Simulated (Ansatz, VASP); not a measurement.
**BAs: VASP beside Ansatz**

Contents of INCAR:

```
SYSTEM = BAs
ALGO = Normal ; EDIFF = 1E-6
ENCUT = 520 ; GGA = PE
ISIF = 2 ; ISMEAR = 0
LASPH = .TRUE. ; LCHARG = .TRUE.
LELF = .TRUE. ; LREAL = .FALSE.
LVHAR = .TRUE. ; LWAVE = .FALSE.
NBANDS = 11 ; NELM = 80
PREC = Accurate ; SIGMA = 0.028999999999999998
```

KPOINTS

```
k-points
0
G
  12 8 6
  0 0 0
```

POSCAR

```
BAs
1.0
    2.1275493300      0.0000000000      0.0000000000
    0.0000000000      3.1740629400      0.0000000000
    0.0000000000      0.0000000000      4.9509801800
B As
1 1
Direct
    0.0000000000      0.5000000000      0.0000000000
    0.5000000000      0.5000000000      0.5000000000
```

input.yaml

```yaml
crystal:
  lattice:
    - [2.12754933, 0.0, 0.0]
    - [0.0, 3.17406294, 0.0]
    - [0.0, 0.0, 4.95098018]
  atoms:
    - { symbol: B, position: [0.0, 0.5, 0.0] }
    - { symbol: As, position: [0.5, 0.5, 0.5] }
hamiltonian:
  xc: pbe
  pseudopotentials: { kind: paw }
kpoints:
  mp_grid: { grid: [12, 8, 6] }
scf:
  occupations: { method: gaussian, width: 0.029 }
output:
  forces: true
  stress: true
  eigenvalues: true
```

Alike in both runs: task single point; functional PBE; k mesh 12 × 8 × 6; occupations gaussian, width 0.029 eV; no spin polarisation.

```csv
,VASP,Ansatz
version,VASP 6.6.1,Ansatz 0.2.0
potentials or method,"VASP PAW PBE potentials, release 64 (B, As)",Ansatz PAW
plane-wave cutoff (eV),520,420
valence electrons in the cell,8,18
```

|  | VASP | Ansatz | Ansatz less VASP |
| --- | --- | --- | --- |
| gap on the k mesh at the Fermi level (eV) | none | none | - |
| pressure (GPa) | 6.0 | 5.5 | -0.50 |
| traceless stress, the component that is largest in VASP (GPa) | 24.56 | 23.76 | -0.808 |

A gap of «none» marks a metal or a gap that the smearing closes. VASP's potentials hold 8 valence electrons a cell and Ansatz's 18, so a difference there can come from the potentials and not from the codes.
